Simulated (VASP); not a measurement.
# BaO (Fm-3m) in VASP: G0W0 quasiparticle levels with LDA

Aim: the G0W0 quasiparticle levels of BaO with LDA.

All numbers are computed with VASP 6.6.1; they aren't measurements. Logs are shortened: lines on timing, memory, paths and dates and some standing lists are left out, and cuts for length are marked.

### 1 The cell of the first run

Symmetry: Fm-3m, No. 225, cubic system. Conventional cell: a = 5.544 Å, b = 5.544 Å, c = 5.544 Å, α = 90.00°, β = 90.00°, γ = 90.00°. Within 3.7 Å of Ba (site symmetry m-3m) lie 6 O at 2.77 Å. O (site symmetry m-3m) has 6 Ba at 2.77 Å within 3.7 Å.

### 2 G0W0 quasiparticle levels, LDA

POSCAR

```
BaO
1.0
    0.0000000000      2.7719426840      2.7719426840
    2.7719426840      0.0000000000      2.7719426840
    2.7719426840      2.7719426840      0.0000000000
Ba O
1 1
Direct
    0.0000000000      0.0000000000      0.0000000000
    0.5000000000      0.5000000000      0.5000000000
```

INCAR.step1

```
  PREC = Accurate
  ENCUT = 500
  EDIFF = 1E-8
  ISMEAR = 0
  SIGMA = 0.01
  LREAL = False
  LASPH = True
  NELM = 60
  ALGO = Normal
  LWAVE = True
  LCHARG = False
```

INCAR.step2

```
  PREC = Accurate
  ENCUT = 500
  EDIFF = 1E-8
  ISMEAR = 0
  SIGMA = 0.01
  LREAL = False
  LASPH = True
  NELM = 1
  ALGO = Exact
  LWAVE = True
  LCHARG = False
  NBANDS = 38
  LOPTICS = True
  ISTART = 1
```

INCAR.step3

```
  PREC = Accurate
  ENCUT = 500
  EDIFF = 1E-8
  ISMEAR = 0
  SIGMA = 0.01
  LREAL = False
  LASPH = True
  ALGO = EVGW0
  LWAVE = False
  LCHARG = False
  NELMGW = 1
  NBANDS = 38
  ENCUTGW = 60
  NOMEGA = 48
  PRECFOCK = Fast
  ISTART = 1
  NBANDSGW = 16
```

KPOINTS

```
Automatic mesh
0
Gamma
  4 4 4
```

Potentials or basis: VASP PAW LDA potentials, release 64 (Ba_sv_GW, O_GW).

Started as:

```console
$ cat potpaw_LDA.64/Ba_sv_GW/POTCAR potpaw_LDA.64/O_GW/POTCAR > POTCAR
$ cp INCAR.step1 INCAR
$ mpirun -np 1 vasp_std > vasp.out
$ cp INCAR.step2 INCAR
$ mpirun -np 1 vasp_std > vasp.out
$ cp INCAR.step3 INCAR
$ mpirun -np 1 vasp_std > vasp.out
```

OUTCAR:

```text
PREC = Accurate
   ENCUT = 500
   EDIFF = 1E-8
   ISMEAR = 0
   LREAL = False
   LASPH = True
   NELMGW = 1
   ENCUTGW = 60
   PRECFOCK = Fast
   ISTART = 1

 ion  position               nearest neighbor table
   1  0.000  0.000  0.000-
   2  0.500  0.500  0.500-

  LATTYP: Found a face centered cubic cell.
 ALAT       =     5.5438853680

  Lattice vectors:

 A1 = (   0.0000000000,   2.7719426840,   2.7719426840)
 A2 = (   2.7719426840,   0.0000000000,   2.7719426840)
 A3 = (   2.7719426840,   2.7719426840,   0.0000000000)

Analysis of symmetry for initial positions (statically):
=====================================================================
 Subroutine PRICEL returns:
 Original cell was already a primitive cell.

 Routine SETGRP: Setting up the symmetry group for a
 face centered cubic supercell.

 Subroutine GETGRP returns: Found 48 space group operations
 (whereof 48 operations were pure point group operations)
 out of a pool of 48 trial point group operations.

The static configuration has the point symmetry O_h .

Analysis of symmetry for dynamics (positions and initial velocities):
=====================================================================
 Subroutine PRICEL returns:
 Original cell was already a primitive cell.

 Routine SETGRP: Setting up the symmetry group for a
 face centered cubic supercell.

 Subroutine GETGRP returns: Found 48 space group operations
 (whereof 48 operations were pure point group operations)
 out of a pool of 48 trial point group operations.

The dynamic configuration has the point symmetry O_h .

 Subroutine INISYM returns: Found 48 space group operations
 (whereof 48 operations are pure point group operations),
 and found     1 'primitive' translations

----------------------------------------------------------------------------------------

                                     Primitive cell

  volume of cell :      42.5974

  direct lattice vectors                    reciprocal lattice vectors
     0.000000000  2.771942684  2.771942684    -0.180378910  0.180378910  0.180378910
     2.771942684  0.000000000  2.771942684     0.180378910 -0.180378910  0.180378910
     2.771942684  2.771942684  0.000000000     0.180378910  0.180378910 -0.180378910

  length of vectors
     3.920118938  3.920118938  3.920118938     0.312425437  0.312425437  0.312425437

  position of ions in fractional coordinates (direct lattice)
     0.000000000  0.000000000  0.000000000
     0.500000000  0.500000000  0.500000000

  ion indices of the primitive-cell ions
   primitive index   ion index
                 1           1
                 2           2

----------------------------------------------------------------------------------------

 KPOINTS: Automatic mesh

Automatic generation of k-mesh.
 Grid dimensions read from file:
 generate k-points for:    4    4    4

 Generating k-lattice:

  Cartesian coordinates                     Fractional coordinates (reciprocal lattice)
    -0.045094728  0.045094728  0.045094728     0.250000000  0.000000000  0.000000000
     0.045094728 -0.045094728  0.045094728     0.000000000  0.250000000  0.000000000
     0.045094728  0.045094728 -0.045094728     0.000000000  0.000000000  0.250000000

  Length of vectors
     0.078106359  0.078106359  0.078106359

  Shift w.r.t. Gamma in fractional coordinates (k-lattice)
     0.000000000  0.000000000  0.000000000

 Subroutine IBZKPT returns following result:
 ===========================================

 Found      8 irreducible k-points:

 Following reciprocal coordinates:
            Coordinates               Weight
  0.000000  0.000000  0.000000      1.000000
  0.250000  0.000000  0.000000      8.000000
  0.500000  0.000000  0.000000      4.000000
  0.250000  0.250000  0.000000      6.000000
  0.500000  0.250000  0.000000     24.000000
 -0.250000  0.250000  0.000000     12.000000
  0.500000  0.500000  0.000000      3.000000
 -0.250000  0.500000  0.250000      6.000000
   k-points           NKPTS =      8   k-points in BZ     NKDIM =     64   number of bands    NBANDS=     38
   number of dos      NEDOS =    301   number of ions     NIONS =      2
   total plane-waves  NPLWV =  27000
   dimension x,y,z NGX =    30 NGY =   30 NGZ =   30
   dimension x,y,z NGXF=    60 NGYF=   60 NGZF=   60
   ions per type =               1   1
   NGX,Y,Z   is equivalent  to a cutoff of  12.72, 12.72, 12.72 a.u.
   NGXF,Y,Z  is equivalent  to a cutoff of  25.45, 25.45, 25.45 a.u.
 SYSTEM =  unknown system
   PREC   = accura    normal or accurate (medium, high low for compatibility)
   ISTART =      1    job   : 0-new  1-cont  2-samecut
   ICHARG =      0    charge: 1-file 2-atom 10-const
   ISPIN  =      1    spin polarized calculation?
   LNONCOLLINEAR =      F non collinear calculations
   LSORBIT =      F    spin-orbit coupling
   LASPH  =      T    aspherical Exc in radial PAW
   ENCUT  =  500.0 eV  36.75 Ry    6.06 a.u.   7.15  7.15  7.15*2*pi/ulx,y,z
   NELM   =     60;   NELMIN=  2; NELMDL=  0     # of ELM steps
   EDIFF  = 0.1E-07   stopping-criterion for ELM
   LREAL  =      F    real-space projection
   EDIFFG = 0.1E-06   stopping-criterion for IOM
   NSW    =      0    number of steps for IOM
   IBRION =     -1    ionic relax: 0-MD 1-quasi-New 2-CG
   NFREE  =      0    steps in history (QN), initial steepest desc. (CG)
   ISIF   =      0    stress and relaxation
   ISYM   =      3    0-nonsym 1-usesym 2-fastsym
   POTIM  = 0.5000    time-step for ionic-motion
   TEBEG  =    0.0;   TEEND  =   0.0 temperature during run
   PSTRESS=    0.0 pullay stress
   NELECT =      16.0000    total number of electrons
   NUPDOWN=      -1.0000    fix difference up-down
   EMIN   =  10.00;   EMAX   =-10.00  energy-range for DOS
   EFERMI =   0.00;   METHOD = LEGACY
   ISMEAR =     0;   SIGMA  =   0.01  broadening in eV -4-tet -1-fermi 0-gaus
   EFERMI_NEDOS =   21; number of points for ismear=-14 and -15
   IALGO  =     38    algorithm
   IMIX   =      4    mixing-type and parameters
     AMIX     =   0.40;   BMIX     =  1.00
     AMIX_MAG =   1.60;   BMIX_MAG =  1.00
  volume/ion in A,a.u.               =      21.30       143.73
  Fermi-wavevector in a.u.,A,eV,Ry     =   1.181192  2.232130 18.983054  1.395215
  Thomas-Fermi vector in A             =   2.317470
   LORBIT       =      0    0 simple, 1 ext, 2 COOP (PROOUT), +10 PAW based schemes
   GGA     = CA    functional components
   LHFCALC =     T    Hartree Fock is set to
   PRECFOCK=fast      Normal, Fast or Accurate (Low or Medium for compatibility)
   ENCUT4O =  -1.0   cutoff for four orbital integrals eV
   NKREDX  =     1    reduce k-point grid by
   NKREDY  =     1    reduce k-point grid by
   NKREDZ  =     1    reduce k-point grid by
   AEXX    =    1.0000 exact exchange contribution
   HFSCREEN=    0.0000 screening length (either q_TF or 0.3 A-1)
   HFSCREENC=   0.0000 screening length for correlation (either q_TF or 0.3 A-1)
   ENCUTFOCK=  -1.0 apply spherical cutoff to Coloumb kernel
   IVDW    =     0    specifies the selected vdW correction
   LEPSILON=     F    determine dielectric tensor
   LRPA    =     F    only Hartree local field effects (RPA)
   LRPAFORCE           =     F    calculate RPA forces
   ENCUTGW             =  60.0    cutoff for response function in eV
   ENCUTGWSOFT         =  48.0    soft cutoff for Coulomb kernel in GW response function in eV
   ENCUTLF             =  -1.0    cutoff for local field effects
   NELMGW              =     1    number of iterations in solving QP/BSE equation
   NELMHF              =     1    number of iterations in the inner HF iteration
   NKREDLFX            =     1    NKREDLFY  =   1   NKREDLFZ  =   1
 non-spin polarized calculation
 Gauss-broadening in eV      SIGMA  =   0.01
  energy-cutoff  :      500.00
  volume of cell :       42.60
 maximum number of plane-waves:      1106
 NGX is ok and might be reduce to    30
  NGX = 16; NGY = 16; NGZ = 16
   NGX = 15   NGY = 15   NGZ = 15
 maximum number of plane-waves:        59
 NGX is ok and might be reduce to    10

 QP shifts <psi_nk| G(iteration)W_0 |psi_nk>: iteration 1
 for sc-GW calculations column KS-energies equals QP-energies in previous step
 and V_xc(KS)=  KS-energies - (<T + V_ion + V_H > + <T+V_H+V_ion>^1  + <V_x>^1)

 k-point   1 :       0.0000    0.0000    0.0000
  band No.  KS-energies  QP-energies   sigma(KS)   V_xc(KS)     V^pw_x(r,r')   Z            occupation Imag(sigma)

      1     -21.7071     -22.2270     -16.0572     -15.2761     -24.5891       0.6656       2.0000       1.5067
      2     -10.7401     -12.4864     -21.8638     -19.1105     -30.4637       0.6342       2.0000       0.8958
      3      -6.2341      -7.1111     -15.7435     -14.6193     -19.4970       0.7801       2.0000       0.2537
      4      -6.2341      -7.1111     -15.7435     -14.6193     -19.4970       0.7801       2.0000       0.2537
      5      -6.2341      -7.1111     -15.7435     -14.6193     -19.4970       0.7801       2.0000       0.2537
      6       3.4845       3.3536     -18.3718     -18.1909     -23.0917       0.7238       2.0000       0.1986
[... 8 lines left out ...]
     15      11.2774      14.0544      -6.9026     -10.4129      -2.0687       0.7911       0.0000      -0.2370
     16      14.3255      19.6766      -8.5967     -15.6860      -3.0278       0.7548       0.0000      -0.2064

 k-point   2 :       0.2500    0.0000    0.0000
  band No.  KS-energies  QP-energies   sigma(KS)   V_xc(KS)     V^pw_x(r,r')   Z            occupation Imag(sigma)

      1     -21.5788     -22.0937     -16.1236     -15.3579     -24.5957       0.6725       2.0000       1.4557
      2     -11.1267     -12.7681     -20.9729     -18.3838     -29.4830       0.6339       2.0000       0.8753
      3      -6.3444      -7.3332     -16.3350     -15.0616     -20.3274       0.7765       2.0000       0.2824
      4      -6.2971      -7.1819     -15.6783     -14.5446     -19.4040       0.7805       2.0000       0.2452
      5      -6.2971      -7.1819     -15.6783     -14.5446     -19.4040       0.7805       2.0000       0.2452
      6       2.5554       2.3216     -16.3309     -16.0064     -20.6772       0.7202       2.0000       0.2175
[... 8 lines left out ...]
     15      13.1610      17.2139      -7.8465     -13.0743      -2.6882       0.7753       0.0000      -0.2431
     16      14.0424      19.1605      -8.3530     -15.0639      -2.8594       0.7626       0.0000      -0.2180

 k-point   3 :       0.5000    0.0000    0.0000
  band No.  KS-energies  QP-energies   sigma(KS)   V_xc(KS)     V^pw_x(r,r')   Z            occupation Imag(sigma)

      1     -21.4437     -21.9488     -16.1938     -15.4489     -24.6043       0.6781       2.0000       1.3998
      2     -11.5129     -13.0679     -20.1837     -17.7316     -28.6374       0.6341       2.0000       0.8841
      3      -6.4414      -7.5300     -16.8473     -15.4409     -21.0503       0.7740       2.0000       0.3152
      4      -6.3574      -7.2506     -15.6204     -14.4749     -19.3174       0.7798       2.0000       0.2371
      5      -6.3574      -7.2506     -15.6204     -14.4749     -19.3174       0.7798       2.0000       0.2371
      6       1.8959       1.5950     -15.3313     -14.9131     -19.6380       0.7196       2.0000       0.2475
[... 74 lines left out ...]
      1     -21.3735     -21.8780     -16.2393     -15.5040     -24.6353       0.6861       2.0000       1.4098
      2     -10.9194     -12.6652     -21.7701     -18.9901     -30.4720       0.6280       2.0000       0.9049
      3      -7.7704      -8.7161     -14.7975     -13.5264     -19.0342       0.7440       2.0000       0.4255
      4      -6.8397      -7.7517     -15.4015     -14.2102     -19.3450       0.7656       2.0000       0.3187
      5      -6.8397      -7.7517     -15.4015     -14.2102     -19.3450       0.7656       2.0000       0.3187
      6       3.7194       3.6124     -18.5436     -18.3971     -23.1709       0.7307       2.0000       0.1885
[... 8 lines left out ...]
     15      13.6142      18.4137      -8.0733     -14.3415      -2.6381       0.7657       0.0000      -0.2230
     16      13.8203      15.9014      -9.3190     -11.9575      -5.2999       0.7888       0.0000      -0.3271

 k-point   8 :      -0.2500    0.5000    0.2500
  band No.  KS-energies  QP-energies   sigma(KS)   V_xc(KS)     V^pw_x(r,r')   Z            occupation Imag(sigma)

      1     -21.3681     -21.8722     -16.2403     -15.5060     -24.6292       0.6865       2.0000       1.3982
      2     -11.1303     -12.8090     -21.2128     -18.5452     -29.8325       0.6293       2.0000       0.8897
      3      -7.3364      -8.2733     -15.0552     -13.8146     -19.1392       0.7552       2.0000       0.3763
      4      -7.3364      -8.2733     -15.0552     -13.8146     -19.1392       0.7552       2.0000       0.3763
      5      -6.2979      -7.2546     -16.1329     -14.9057     -20.0077       0.7795       2.0000       0.2616
      6       2.5652       2.3359     -17.1766     -16.8545     -21.9339       0.7117       2.0000       0.2342
[... 8 lines left out ...]
     15      13.8442      15.9057      -9.3682     -11.9873      -5.3160       0.7871       0.0000      -0.3306
     16      14.1344      17.0693      -9.7513     -13.5261      -5.5536       0.7775       0.0000      -0.2082
```

It took 51 s on 1 thread of Intel Xeon Platinum 8488C (Sapphire Rapids), shared host; peak memory 0.39 GiB.

Results:

| Item | Value |
| --- | --- |
| Quasiparticle gap | 3.22 eV |
| Least direct quasiparticle gap | 3.22 eV |
| Band gap of the starting levels on the mesh | 1.90 eV |
| Least direct gap of the starting levels on the mesh | 1.90 eV |

Caveat: the k points lie up to 0.49 Å⁻¹ apart; bands, screening cutoff and mesh are small and nothing is extrapolated, so the quasiparticle values aren't converged; spin-orbit coupling is left out, which moves the levels of the heavy elements.
